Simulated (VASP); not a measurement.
# HPt12 in VASP: single point with PBE

Aim: the single point of HPt12 with PBE.

Program: VASP 6.6.1. These are calculated values, not measurements. Logs are shortened: lines on timing, memory, paths and dates and some standing lists are left out, and cuts for length are marked.

### Step 1. The cell of the first run

The cell holds a slab with vacuum, 13 atoms: a = 5.614 Å, b = 5.614 Å, c = 20.119 Å, α = 90.00°, β = 90.00°, γ = 120.00°.

### Step 2. Single point, PBE

Contents of INCAR:

```
ALGO = Normal
DIPOL = 0.5 0.5 0.328
EDIFF = 1E-6
ENCUT = 520
GGA = PE
IDIPOL = 3
ISIF = 2
ISMEAR = 0
LASPH = True
LCHARG = False
LDIPOL = True
LREAL = False
LWAVE = False
NBANDS = 72
NELM = 80
PREC = Accurate
SIGMA = 0.1
```

Contents of KPOINTS:

```
k-points
0
Gamma
  6 6 1
```

Contents of POSCAR:

```
HPt12
1.0
    5.6143281343      0.0000000000      0.0000000000
   -2.8071640672      4.8621507895      0.0000000000
    0.0000000000      0.0000000000     20.1192653717
Pt H
12 1
Direct
    0.3333333333      0.1666666667      0.1988144162
    0.3333333333      0.6666666666      0.1988144162
    0.8333333333      0.1666666667      0.1988144162
    0.8333333333      0.6666666667      0.1988144162
    0.1666666667      0.3333333334      0.3136150014
    0.1666666667      0.8333333334      0.3136150014
    0.6666666667      0.3333333334      0.3136150014
    0.6666666667      0.8333333333      0.3136150014
    0.0000000000      0.0000000000      0.4284085533
    0.0000000000      0.5000000000      0.4284085533
    0.5000000000      0.0000000000      0.4284085533
    0.5000000000      0.5000000000      0.4284085533
    0.1666666667      0.0833333334      0.4962529442
```

Potentials or basis: VASP PAW PBE potentials, release 64 (Pt, H).

On the command line:

```console
cat potpaw_PBE.64/Pt/POTCAR potpaw_PBE.64/H/POTCAR > POTCAR
mpirun -np 1 vasp_std > vasp.out
```

OUTCAR:

```text
EDIFF = 1E-6
   ENCUT = 520
   GGA = PE
   ISIF = 2
   ISMEAR = 0
   LASPH = True
   LREAL = False
   NELM = 80
   PREC = Accurate

 ion  position               nearest neighbor table
   1  0.333  0.167  0.199-   2 2.81   4 2.81   4 2.81   3 2.81   3 2.81   2 2.81   6 2.82   5 2.82
                             7 2.82
   2  0.333  0.667  0.199-   1 2.81   3 2.81   4 2.81   3 2.81   4 2.81   1 2.81   5 2.82   8 2.82
                             6 2.82
   3  0.833  0.167  0.199-   2 2.81   1 2.81   1 2.81   4 2.81   4 2.81   2 2.81   7 2.82   5 2.82
                             8 2.82
   4  0.833  0.667  0.199-   2 2.81   1 2.81   1 2.81   3 2.81   3 2.81   2 2.81   8 2.82   7 2.82
                             6 2.82
   5  0.167  0.333  0.314-   8 2.81   7 2.81   7 2.81   6 2.81   6 2.81   8 2.81  12 2.82  10 2.82
                             9 2.82   2 2.82   1 2.82   3 2.82
   6  0.167  0.833  0.314-   8 2.81   7 2.81   7 2.81   5 2.81   5 2.81   8 2.81  11 2.82   9 2.82
                            10 2.82   1 2.82   4 2.82   2 2.82
   7  0.667  0.333  0.314-   8 2.81   6 2.81   6 2.81   5 2.81   5 2.81   8 2.81  10 2.82  12 2.82
                            11 2.82   4 2.82   3 2.82   1 2.82
   8  0.667  0.833  0.314-   7 2.81   5 2.81   6 2.81   5 2.81   6 2.81   7 2.81   9 2.82  12 2.82
                            11 2.82   4 2.82   2 2.82   3 2.82
   9  0.000  0.000  0.428-  13 1.59  12 2.81  12 2.81  11 2.81  11 2.81  10 2.81  10 2.81   8 2.82
                             6 2.82   5 2.82
  10  0.000  0.500  0.428-  11 2.81  11 2.81  12 2.81  12 2.81   9 2.81   9 2.81   7 2.82   5 2.82
                             6 2.82
  11  0.500  0.000  0.428-  10 2.81  10 2.81   9 2.81   9 2.81  12 2.81  12 2.81   6 2.82   7 2.82
                             8 2.82
  12  0.500  0.500  0.428-   9 2.81   9 2.81  10 2.81  10 2.81  11 2.81  11 2.81   5 2.82   8 2.82
                             7 2.82
  13  0.167  0.083  0.496-   9 1.59

  LATTYP: Found a hexagonal cell.
 ALAT       =     5.6143281343
 C/A-ratio  =     3.5835570865

  Lattice vectors:

 A1 = (   5.6143281343,   0.0000000000,   0.0000000000)
 A2 = (  -2.8071640672,   4.8621507895,   0.0000000000)
 A3 = (   0.0000000000,   0.0000000000,  20.1192653717)

Analysis of symmetry for initial positions (statically):
=====================================================================
 Subroutine PRICEL returns:
 Original cell was already a primitive cell.

 Routine SETGRP: Setting up the symmetry group for a
 hexagonal supercell.

 Subroutine GETGRP returns: Found  2 space group operations
 (whereof  2 operations were pure point group operations)
 out of a pool of 24 trial point group operations.

The static configuration has the point symmetry C_1h.

Analysis of symmetry for dynamics (positions and initial velocities):
[... 146 lines left out ...]
   GGA     = PE    functional components
   LHFCALC =     F    Hartree Fock is set to
   AEXX    =    0.0000 exact exchange contribution
   IVDW    =     0    specifies the selected vdW correction
   LEPSILON=     F    determine dielectric tensor
   LRPA    =     F    only Hartree local field effects (RPA)
 non-spin polarized calculation
 Gauss-broadening in eV      SIGMA  =   0.10
  energy-cutoff  :      520.00
  volume of cell :      549.21
 maximum number of plane-waves:     14831
 NGX is ok and might be reduce to    42
   NGX = 21   NGY = 21   NGZ = 75

 dipolmoment           0.000000      0.000000      0.386833 electrons x Angstroem

 number of electron     120.9999984 magnetization

 dipolmoment           0.000000      0.000000     -0.023389 electrons x Angstroem

 Free energy of the ion-electron system (eV)
  ---------------------------------------------------
  ext. energy  EPLUGINS =         0.00000000
  ---------------------------------------------------
  free energy    TOTEN  =       -71.80146218 eV

  energy without entropy =      -71.64913008  energy(sigma->0) =      -71.72529613

 E-fermi :  -0.1849     XC(G=0):  -5.4778

 val. band max:       -0.1855404306   @ k =   0.0000   0.1667   0.0000
 cond. band min:      -0.1834249505   @ k =   0.5000   0.0000   0.0000
 fundamental gap:      0.0021154801
 Fermi energy:        -0.1848663066

 k-point     1 :       0.0000    0.0000    0.0000
  band No.  band energies     occupation
      1      -9.0437      2.00000
      2      -7.4643      2.00000
      3      -6.8233      2.00000
      4      -6.5343      2.00000
      5      -6.3695      2.00000
      6      -6.3663      2.00000
[... 964 lines left out ...]
     71       4.7443      0.00000
     72       4.8791      0.00000

------------------------ aborting loop because EDIFF is reached ----------------------------------------

 vacuum level on the upper side and lower side of the slab       (xc-potential included)        -0.180        -0.042

  FORCE on cell =-STRESS in cart. coord.  units (eV):
  Direction    XX          YY          ZZ          XY          YZ          ZX
  --------------------------------------------------------------------------------------
  -------------------------------------------------------------------------------------
  Total      -18.2722457    -18.0677121      0.5329725     -0.1771313      0.0717353      0.1242498
  in kB      -53.3045369    -52.7078632      1.5548089     -0.5167345      0.2092692      0.3624665
  external PRESSURE =     -34.8191971 kB  Pullay stress =       0.0000000 kB

 VOLUME and BASIS-vectors are now :
 -----------------------------------------------------------------------------
  energy-cutoff  :      520.00
  volume of cell :      549.21
      direct lattice vectors                 reciprocal lattice vectors
     5.614328134  0.000000000  0.000000000     0.178115703  0.102835149  0.000000000
    -2.807164067  4.862150790  0.000000000     0.000000000  0.205670298  0.000000000
     0.000000000  0.000000000 20.119265372     0.000000000  0.000000000  0.049703604

 POSITION                                       TOTAL-FORCE (eV/Angst)
 -----------------------------------------------------------------------------------
      1.40358      0.81036      4.00000        -0.005278     -0.003047      0.021619
     -0.00000      3.24143      4.00000        -0.002578     -0.001489     -0.210646
      4.21075      0.81036      4.00000        -0.016879     -0.034387      0.063045
      2.80716      3.24143      4.00000        -0.038219      0.002576      0.063045
     -0.00000      1.62072      6.30970        -0.028956      0.112220     -0.171293
     -1.40358      4.05179      6.30970         0.082708     -0.081187     -0.171293
      2.80716      1.62072      6.30970         0.025417      0.014675     -0.019244
      1.40358      4.05179      6.30970        -0.074461     -0.042990      0.215047
      0.00000      0.00000      8.61927        -0.015172     -0.008759      0.339439
     -1.40358      2.43108      8.61927        -0.026411     -0.015249     -0.073530
      2.80716      0.00000      8.61927         0.177876     -0.061181     -0.055128
      1.40358      2.43108      8.61927         0.035954      0.184636     -0.055128
      0.70179      0.40518      9.98424        -0.114001     -0.065819      0.054068
 -----------------------------------------------------------------------------------
    total drift:                               -0.000053     -0.000031      0.000027

  FREE ENERGIE OF THE ION-ELECTRON SYSTEM (eV)
  ---------------------------------------------------
  free  energy   TOTEN  =       -71.8014621809 eV

  energy  without entropy=      -71.6491300828  energy(sigma->0) =      -71.72529613

 vacuum level on the upper side and lower side of the slab         5.397         5.531
```

OSZICAR:

```text
N       E                     dE             d eps       ncg     rms          rms(c)
DAV:   1     0.821438814095E+03    0.82144E+03   -0.52224E+04  1872   0.141E+03
DAV:   2    -0.132690599073E+02   -0.83471E+03   -0.77780E+03  2272   0.280E+02
DAV:   3    -0.742573769032E+02   -0.60988E+02   -0.55611E+02  2288   0.689E+01
[... 25 lines left out ...]
DAV:  29    -0.718014540155E+02   -0.10933E-04   -0.32231E-07  1160   0.152E-03    0.871E-04
DAV:  30    -0.718014576636E+02   -0.36481E-05   -0.18897E-07  1176   0.114E-03    0.550E-04
DAV:  31    -0.718014602134E+02   -0.25498E-05   -0.70075E-08  1128   0.702E-04    0.327E-04
DAV:  32    -0.718014614562E+02   -0.12428E-05   -0.46389E-08  1144   0.435E-04    0.154E-04
DAV:  33    -0.718014621809E+02   -0.72467E-06   -0.31096E-08  1144   0.331E-04
   1 F= -.71801462E+02 E0= -.71725296E+02  d E =-.152332E+00
```

Wall time 23 min (1 thread of Intel Xeon Platinum 8375C at 2.90GHz (Ice Lake), shared host); peak memory 0.8 GiB.

What came out:

```
Free energy            : -71.8015 eV
Largest force          : 0.340 eV/Å
Band gap on the k mesh : zero (an odd number of electrons rules out a gap without spin polarisation)
```

Forces in eV/Å, atoms in the order of the input:
```
Pt  -0.005 -0.003  0.022
Pt  -0.003 -0.001 -0.211
Pt  -0.017 -0.034  0.063
Pt  -0.038  0.003  0.063
Pt  -0.029  0.112 -0.171
Pt   0.083 -0.081 -0.171
Pt   0.025  0.015 -0.019
Pt  -0.074 -0.043  0.215
Pt  -0.015 -0.009  0.339
Pt  -0.026 -0.015 -0.074
Pt   0.178 -0.061 -0.055
Pt   0.036  0.185 -0.055
H   -0.114 -0.066  0.054
```

Levels at points of the mesh, in eV from the Fermi level:
```
           k point  band 56  band 57  band 58  band 59  band 60  band 61  band 62  band 63  band 64  band 65
(0.00, 0.00, 0.00)     0.21     0.22     0.43     0.45     0.51     0.53     0.58     0.59     0.59     1.14
(0.50, 0.00, 0.00)    -0.71    -0.70    -0.58    -0.19    -0.12     0.00     0.03     0.19     0.28     1.22
(0.00, 0.50, 0.00)    -0.71    -0.70    -0.57    -0.25    -0.11    -0.03     0.04     0.26     0.26     1.04
```

Caveat: spin-orbit coupling is left out, which moves the levels of the heavy elements.
